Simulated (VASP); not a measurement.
# Ba (Im-3m) in VASP: further runs

The runs below take Ba through single point, relaxation of cell and atoms, with PBE+D4, PBE.

Everything below comes from runs of VASP 6.6.1. Logs are shortened: lines on timing, memory, paths and dates and some standing lists are left out, and cuts for length are marked.

## (1) The cell of the first run

Symmetry: Im-3m, No. 229, cubic system. Conventional cell: a = 4.958 Å, b = 4.958 Å, c = 4.958 Å, α = 90.00°, β = 90.00°, γ = 90.00°. Ba (site symmetry m-3m) has 14 Ba at 4.29 to 4.96 Å within 5.6 Å.

## (2) Single point, PBE+D4

INCAR

```
PREC = Accurate
ENCUT = 520
EDIFF = 1E-6
ISMEAR = 0
SIGMA = 0.15
LREAL = False
LASPH = True
NELM = 100
ALGO = Normal
ISIF = 2
LWAVE = False
LCHARG = False
GGA = PE
IVDW = 13
NBANDS = 11
```

KPOINTS

```
regular mesh
0
Gamma
  5 5 5
```

POSCAR

```
Ba
1.0
   -2.4787820812      2.4787820812      2.4787820812
    2.4787820812     -2.4787820812      2.4787820812
    2.4787820812      2.4787820812     -2.4787820812
Ba
1
Direct
    0.0000000000      0.0000000000      0.0000000000
```

Potentials or basis: VASP PAW PBE potentials, release 64 (Ba_sv).

Started as:

```sh
$ cat potpaw_PBE.64/Ba_sv/POTCAR > POTCAR
$ mpirun -np 1 vasp_std > vasp.out
```

OUTCAR:

```text
PREC = Accurate
   ENCUT = 520
   EDIFF = 1E-6
   ISMEAR = 0
   LREAL = False
   LASPH = True
   NELM = 100
   ISIF = 2
   GGA = PE
   IVDW = 13

 ion  position               nearest neighbor table
   1  0.000  0.000  0.000-

  LATTYP: Found a body centered cubic cell.
 ALAT       =     4.9575641624

  Lattice vectors:

 A1 = (  -2.4787820812,   2.4787820812,   2.4787820812)
 A2 = (   2.4787820812,  -2.4787820812,   2.4787820812)
 A3 = (   2.4787820812,   2.4787820812,  -2.4787820812)

Analysis of symmetry for initial positions (statically):
=====================================================================
 Subroutine PRICEL returns:
 Original cell was already a primitive cell.

 Routine SETGRP: Setting up the symmetry group for a
 body centered cubic supercell.

 Subroutine GETGRP returns: Found 48 space group operations
 (whereof 48 operations were pure point group operations)
 out of a pool of 48 trial point group operations.

The static configuration has the point symmetry O_h .

Analysis of symmetry for dynamics (positions and initial velocities):
=====================================================================
 Subroutine PRICEL returns:
 Original cell was already a primitive cell.

 Routine SETGRP: Setting up the symmetry group for a
 body centered cubic supercell.

 Subroutine GETGRP returns: Found 48 space group operations
 (whereof 48 operations were pure point group operations)
 out of a pool of 48 trial point group operations.

The dynamic configuration has the point symmetry O_h .

 Subroutine INISYM returns: Found 48 space group operations
 (whereof 48 operations are pure point group operations),
 and found     1 'primitive' translations

----------------------------------------------------------------------------------------

                                     Primitive cell

  volume of cell :      60.9221

  direct lattice vectors                    reciprocal lattice vectors
    -2.478782081  2.478782081  2.478782081     0.000000000  0.201711963  0.201711963
     2.478782081 -2.478782081  2.478782081     0.201711963  0.000000000  0.201711963
     2.478782081  2.478782081 -2.478782081     0.201711963  0.201711963  0.000000000

  length of vectors
     4.293376506  4.293376506  4.293376506     0.285263794  0.285263794  0.285263794

  position of ions in fractional coordinates (direct lattice)
     0.000000000  0.000000000  0.000000000

  ion indices of the primitive-cell ions
   primitive index   ion index
                 1           1

----------------------------------------------------------------------------------------

 KPOINTS: regular mesh

Automatic generation of k-mesh.
 Grid dimensions read from file:
 generate k-points for:    5    5    5

 Generating k-lattice:

  Cartesian coordinates                     Fractional coordinates (reciprocal lattice)
     0.000000000  0.040342393  0.040342393     0.200000000  0.000000000  0.000000000
     0.040342393  0.000000000  0.040342393     0.000000000  0.200000000  0.000000000
     0.040342393  0.040342393  0.000000000     0.000000000  0.000000000  0.200000000

  Length of vectors
     0.057052759  0.057052759  0.057052759

  Shift w.r.t. Gamma in fractional coordinates (k-lattice)
     0.000000000  0.000000000  0.000000000

 Subroutine IBZKPT returns following result:
 ===========================================

 Found     10 irreducible k-points:

 Following reciprocal coordinates:
            Coordinates               Weight
  0.000000  0.000000  0.000000      1.000000
  0.200000  0.000000  0.000000     12.000000
  0.400000  0.000000  0.000000     12.000000
  0.200000  0.200000  0.000000     24.000000
  0.400000  0.200000  0.000000     24.000000
  0.200000  0.200000  0.200000      8.000000
 -0.200000  0.200000  0.200000      6.000000
 -0.400000  0.400000  0.200000     24.000000
 -0.400000 -0.400000  0.200000      8.000000
 -0.400000  0.400000  0.400000      6.000000
   k-points           NKPTS =     10   k-points in BZ     NKDIM =     10   number of bands    NBANDS=     11
   number of dos      NEDOS =    301   number of ions     NIONS =      1
   total plane-waves  NPLWV =  32768
   dimension x,y,z NGX =    32 NGY =   32 NGZ =   32
   dimension x,y,z NGXF=    64 NGYF=   64 NGZF=   64
   ions per type =               1
   NGX,Y,Z   is equivalent  to a cutoff of  12.39, 12.39, 12.39 a.u.
   NGXF,Y,Z  is equivalent  to a cutoff of  24.78, 24.78, 24.78 a.u.
 SYSTEM =  unknown system
   PREC   = accura    normal or accurate (medium, high low for compatibility)
   ISTART =      0    job   : 0-new  1-cont  2-samecut
   ICHARG =      2    charge: 1-file 2-atom 10-const
   ISPIN  =      1    spin polarized calculation?
   LNONCOLLINEAR =      F non collinear calculations
   LSORBIT =      F    spin-orbit coupling
   LASPH  =      T    aspherical Exc in radial PAW
   ENCUT  =  520.0 eV  38.22 Ry    6.18 a.u.   7.98  7.98  7.98*2*pi/ulx,y,z
   NELM   =    100;   NELMIN=  2; NELMDL= -5     # of ELM steps
   EDIFF  = 0.1E-05   stopping-criterion for ELM
   LREAL  =      F    real-space projection
   EDIFFG = 0.1E-04   stopping-criterion for IOM
   NSW    =      0    number of steps for IOM
   IBRION =     -1    ionic relax: 0-MD 1-quasi-New 2-CG
   NFREE  =      0    steps in history (QN), initial steepest desc. (CG)
   ISIF   =      2    stress and relaxation
   ISYM   =      2    0-nonsym 1-usesym 2-fastsym
   POTIM  = 0.5000    time-step for ionic-motion
   TEBEG  =    0.0;   TEEND  =   0.0 temperature during run
   PSTRESS=    0.0 pullay stress
   NELECT =      10.0000    total number of electrons
   NUPDOWN=      -1.0000    fix difference up-down
   EMIN   =  10.00;   EMAX   =-10.00  energy-range for DOS
   EFERMI =   0.00;   METHOD = LEGACY
   ISMEAR =     0;   SIGMA  =   0.15  broadening in eV -4-tet -1-fermi 0-gaus
   EFERMI_NEDOS =   21; number of points for ismear=-14 and -15
   IALGO  =     38    algorithm
   IMIX   =      4    mixing-type and parameters
     AMIX     =   0.40;   BMIX     =  1.00
     AMIX_MAG =   1.60;   BMIX_MAG =  1.00
  volume/ion in A,a.u.               =      60.92       411.12
  Fermi-wavevector in a.u.,A,eV,Ry     =   0.896361  1.693877 10.931788  0.803464
  Thomas-Fermi vector in A             =   2.018810
   LORBIT       =      0    0 simple, 1 ext, 2 COOP (PROOUT), +10 PAW based schemes
   GGA     = PE    functional components
   LHFCALC =     F    Hartree Fock is set to
   AEXX    =    0.0000 exact exchange contribution
   IVDW    =    13    specifies the selected vdW correction
   LEPSILON=     F    determine dielectric tensor
   LRPA    =     F    only Hartree local field effects (RPA)
 non-spin polarized calculation
 Gauss-broadening in eV      SIGMA  =   0.15
  energy-cutoff  :      520.00
  volume of cell :       60.92
 maximum number of plane-waves:      1654
   NGX = 15   NGY = 15   NGZ = 15

 number of electron      10.0000000 magnetization

 number of electron       9.9999998 magnetization

 Free energy of the ion-electron system (eV)
  ---------------------------------------------------
  ext. energy  EPLUGINS =         0.00000000
  ---------------------------------------------------
  free energy    TOTEN  =        -1.92094556 eV

  energy without entropy =       -1.90871395  energy(sigma->0) =       -1.91482976

 E-fermi :   1.8261     XC(G=0):  -7.5151

 val. band max:        1.8008515176   @ k =  -0.4000  -0.4000   0.2000
 cond. band min:       1.9902684874   @ k =   0.2000   0.2000   0.2000
 fundamental gap:      0.1894169697
 Fermi energy:         1.8260820403

 k-point     1 :       0.0000    0.0000    0.0000
  band No.  band energies     occupation
      1     -27.0675      2.00000
      2     -11.9973      2.00000
      3     -11.9973      2.00000
      4     -11.9973      2.00000
      5      -1.0052      2.00000
      6       3.6304      0.00000
      7       3.6304      0.00000
      8       3.6304      0.00000
      9       5.0731      0.00000
     10       5.0731      0.00000
     11       8.7940      0.00000

 k-point     2 :       0.2000    0.0000    0.0000
  band No.  band energies     occupation
      1     -27.0503      2.00000
      2     -12.1839      2.00000
      3     -12.0550      2.00000
      4     -11.9987      2.00000
      5      -0.2906      2.00000
      6       3.1250      0.00000
      7       3.1614      0.00000
      8       4.4086      0.00000
      9       4.7411      0.00000
     10       5.0809      0.00000
     11       9.3205      0.00000

 k-point     3 :       0.4000    0.0000    0.0000
  band No.  band energies     occupation
      1     -27.0221      2.00000
      2     -12.4637      2.00000
      3     -12.1456      2.00000
      4     -12.0010      2.00000
      5       0.7626      2.00000
      6       2.5338      0.00000
      7       2.8854      0.00000
      8       5.0936      0.00000
      9       5.4777      0.00000
     10       6.4386      0.00000
     11       7.9108      0.00000

 k-point     4 :       0.2000    0.2000    0.0000
  band No.  band energies     occupation
      1     -27.0275      2.00000
      2     -12.3703      2.00000
      3     -12.1372      2.00000
      4     -12.0384      2.00000
      5       0.7829      2.00000
      6       2.4613      0.00000
      7       2.7550      0.00000
      8       4.6744      0.00000
      9       5.5731      0.00000
     10       5.9138      0.00000
     11       8.6912      0.00000

 k-point     5 :       0.4000    0.2000    0.0000
  band No.  band energies     occupation
      1     -27.0134      2.00000
      2     -12.4474      2.00000
      3     -12.2346      2.00000
      4     -12.0498      2.00000
      5       1.3882      1.99996
      6       2.4030      0.00000
      7       2.6710      0.00000
      8       4.9322      0.00000
      9       5.6823      0.00000
     10       7.3295      0.00000
     11       7.6718      0.00000

 k-point     6 :       0.2000    0.2000    0.2000
  band No.  band energies     occupation
      1     -27.0162      2.00000
      2     -12.3831      2.00000
      3     -12.1711      2.00000
      4     -12.1711      2.00000
      5       1.9903      0.12163
      6       2.2595      0.00004
      7       2.2595      0.00004
      8       5.6439      0.00000
      9       5.6439      0.00000
     10       6.5729      0.00000
     11       8.0406      0.00000

 k-point     7 :      -0.2000    0.2000    0.2000
  band No.  band energies     occupation
      1     -27.0346      2.00000
      2     -12.2116      2.00000
      3     -12.1161      2.00000
      4     -12.1161      2.00000
      5       0.3457      2.00000
      6       3.0534      0.00000
      7       3.5308      0.00000
      8       3.5308      0.00000
      9       4.3837      0.00000
     10       5.7349      0.00000
     11       8.9983      0.00000

 k-point     8 :      -0.4000    0.4000    0.2000
  band No.  band energies     occupation
      1     -27.0089      2.00000
      2     -12.4174      2.00000
      3     -12.2120      2.00000
      4     -12.1295      2.00000
      5       1.3324      2.00000
      6       2.1816      0.00080
      7       3.2765      0.00000
      8       3.9338      0.00000
      9       5.7020      0.00000
     10       6.1996      0.00000
     11       8.7374      0.00000

 k-point     9 :      -0.4000   -0.4000    0.2000
  band No.  band energies     occupation
      1     -26.9974      2.00000
      2     -12.3669      2.00000
      3     -12.3669      2.00000
      4     -12.1546      2.00000
      5       1.8009      1.18802
      6       1.8009      1.18802
      7       2.8364      0.00000
      8       5.2651      0.00000
      9       5.2651      0.00000
     10       7.2558      0.00000
     11       8.3045      0.00000

 k-point    10 :      -0.4000    0.4000    0.4000
  band No.  band energies     occupation
      1     -26.9875      2.00000
      2     -12.3506      2.00000
      3     -12.3158      2.00000
      4     -12.3158      2.00000
      5       1.3849      1.99997
      6       1.3924      1.99996
      7       4.9450      0.00000
      8       4.9450      0.00000
      9       5.4762      0.00000
     10       6.1722      0.00000
     11       8.4373      0.00000

------------------------ aborting loop because EDIFF is reached ----------------------------------------

  DFT-D4 for vdW energy calculation

  Edisp (eV):   -0.16382

  FORCE on cell =-STRESS in cart. coord.  units (eV):
  Direction    XX          YY          ZZ          XY          YZ          ZX
  --------------------------------------------------------------------------------------
  -------------------------------------------------------------------------------------
  Total       0.00515     0.00515     0.00515     0.00000     0.00000    -0.00000
  in kB       0.13555     0.13555     0.13555     0.00000     0.00000    -0.00000
  external pressure =        0.14 kB  Pullay stress =        0.00 kB

 VOLUME and BASIS-vectors are now :
 -----------------------------------------------------------------------------
  energy-cutoff  :      520.00
  volume of cell :       60.92
      direct lattice vectors                 reciprocal lattice vectors
    -2.478782081  2.478782081  2.478782081     0.000000000  0.201711963  0.201711963
     2.478782081 -2.478782081  2.478782081     0.201711963  0.000000000  0.201711963
     2.478782081  2.478782081 -2.478782081     0.201711963  0.201711963  0.000000000

 POSITION                                       TOTAL-FORCE (eV/Angst)
 -----------------------------------------------------------------------------------
      0.00000      0.00000      0.00000        -0.000000     -0.000000      0.000000
 -----------------------------------------------------------------------------------
    total drift:                               -0.000000      0.000000     -0.000000

  FREE ENERGIE OF THE ION-ELECTRON SYSTEM (eV)
  ---------------------------------------------------
  free  energy   TOTEN  =        -2.0847638320 eV

  energy  without entropy=       -2.0725322245  energy(sigma->0) =       -2.07864803
```

It took 9.3 s on 1 thread of Intel Xeon 8259CL, shared host; peak memory 0.17 GiB.

Results:

* Free energy: -2.0848 eV
* Pressure: 0.0 GPa
* Band gap on the k mesh: zero (band 5 reaches 1.99 eV, above the bottom of band 6 at 1.39 eV)
* Dispersion energy per atom: -0.164 eV

Levels at points of the mesh, in eV from the Fermi level:
```tsv
k point	band 1	band 2	band 3	band 4	band 5	band 6	band 7	band 8	band 9	band 10
(0.00, 0.00, 0.00)	-28.89	-13.82	-13.82	-13.82	-2.83	1.80	1.80	1.80	3.25	3.25
```

Caveat: spin-orbit coupling is left out, which moves the levels of the heavy elements; pairwise dispersion overbinds metals, which lowers pressure and volume.

(Part 1 of 2 ends here.)
